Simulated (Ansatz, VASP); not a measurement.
## Rh: VASP beside Ansatz

```
Rh
1.0
    -0.04234    1.94105    1.89706
     1.86527   -0.01466    1.86938
     1.85391    1.90202   -0.00331
Rh
1
Direct
  0.00000 0.00000 0.00000
```

Change from the starting cell: cell strained at random at fixed volume.

Alike in both runs: task single point; functional BLYP; k mesh 12 × 12 × 12; occupations methfessel-paxton of order 1, width 0.1 eV; no spin polarisation.

|  | VASP | Ansatz |
| --- | --- | --- |
| version | VASP 6.6.1 | Ansatz 0.2.0 |
| potentials or method | VASP PAW PBE potentials, release 64 (Rh_pv) | Ansatz PAW |
| plane-wave cutoff (eV) | 520 | 420 |
| valence electrons in the cell | 15 | 17 |

VASP gave:

```
gap on the k mesh at the Fermi level (eV)                     : none
pressure (GPa)                                                : 22.4
traceless stress, the component that is largest in VASP (GPa) : 5.59
```

Question: Which values does Ansatz return?

Answer: gap on the k mesh at the Fermi level (eV): none; pressure (GPa): 21.7; traceless stress, the component that is largest in VASP (GPa): 5.57.

VASP's potentials were made for PBE, not for BLYP. A gap of «none» marks a metal or a gap that the smearing closes. The functional is the same, so the differences come from potentials, cutoffs and numerics. VASP's potentials hold 15 valence electrons a cell and Ansatz's 17, so a difference there can come from the potentials and not from the codes.
